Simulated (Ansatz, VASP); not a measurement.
Y in VASP and in Ansatz

```
CELL_PARAMETERS angstrom
-2.02275 2.02275 2.02275
2.02275 -2.02275 2.02275
2.02275 2.02275 -2.02275
ATOMIC_POSITIONS crystal
Y 0.00000 0.00000 0.00000
```

Alike in both runs: functional PBE; k mesh 11 × 11 × 11; occupations fermi-dirac, width 0.1 eV; no spin polarisation.

Ansatz relaxed the structure, and its values are those at the end. VASP's run is a single point on that final structure, the one shown.

```csv
,VASP,Ansatz
version,VASP 6.6.1,Ansatz 0.2.0
potentials or method,"VASP PAW PBE potentials, release 64 (Y_sv), cutoff 520 eV","plane waves (420 eV) with PAW, scalar-relativistic"
valence electrons in the cell,11,11
```

|  | VASP | Ansatz | Ansatz less VASP |
| --- | --- | --- | --- |
| pressure (GPa) | -0.1 | 0.0 | +0.10 |

The functional is the same, so the differences come from potentials, cutoffs and numerics.
